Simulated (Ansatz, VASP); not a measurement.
# MgB2: VASP beside Ansatz

File INCAR:

```
SYSTEM = MgB2
ALGO = Normal
EDIFF = 1E-8
ENCUT = 520
ISIF = 2
ISMEAR = -1
LASPH = .True.
LCHARG = .False.
LEFG = .True.
LREAL = .False.
LWAVE = .False.
NBANDS = 11
NELM = 60
PREC = Accurate
SIGMA = 0.05
```

Contents of KPOINTS:

```
k-points
0
Gamma
  12 12 9
  0 0 0
```

POSCAR

```
MgB2
1.0
    3.0850007055     -0.0462750106     -0.0462750106
   -1.5825756875      2.6948264870     -0.0169378294
   -0.0528450000     -0.0528450000      3.5230000000
Mg B
1 2
Direct
    0.0000000000      0.0000000000      0.0000000000
    0.3333333333      0.6666666667      0.5000000000
    0.6666666667      0.3333333333      0.5000000000
```

Input for Ansatz:

```yaml
crystal:
  lattice:
    - [3.0850007055, -0.0462750106, -0.0462750106]
    - [-1.5825756875, 2.694826487, -0.0169378294]
    - [-0.052845, -0.052845, 3.523]
  atoms:
    - { symbol: Mg, position: [0.0, 0.0, 0.0] }
    - { symbol: B, position: [0.3333333333, 0.6666666667, 0.5] }
    - { symbol: B, position: [0.6666666667, 0.3333333333, 0.5] }
kpoints:
  mp_grid: { grid: [12, 12, 9] }
scf:
  occupations: { method: fermi_dirac, width: 0.05 }
hamiltonian:
  xc: lda
  pseudopotentials: { kind: all_electron, datasets: crystal }
output:
  forces: true
  stress: true
  eigenvalues: true
  efg: { contact_densities: true }
```

Change from the starting cell: equal xy, yz and zx shear strains of -3 %, crystal datasets.

Alike in both runs: task electric field gradients; functional LDA; k mesh 12 × 12 × 9; occupations fermi-dirac, width 0.05 eV; no spin polarisation.

```csv
,VASP,Ansatz
version,VASP 6.6.1,Ansatz 0.2.0
potentials or method,"VASP PAW LDA potentials, release 64 (Mg, B), cutoff 520 eV","all-electron PAW with datasets made for the crystal, scalar-relativistic"
```

```csv
,VASP,Ansatz,Ansatz less VASP
pressure (GPa),-7.8,-7.2,+0.58
"traceless stress, the component that is largest in VASP (GPa)",5.87,5.86,-0.008
rms of the force components (eV/Å),0.028,0.028,-0.0002
size of Vzz on the site where it differs most (V/Å²),20.0,17.9,-2.13
```

LDA's correlation is that of Perdew and Zunger in VASP and of Perdew and Wang (1992) in Ansatz. Atom by atom the forces differ by 0.000 eV/Å (rms over components). Ansatz ran all-electron here, and VASP with PAW potentials.
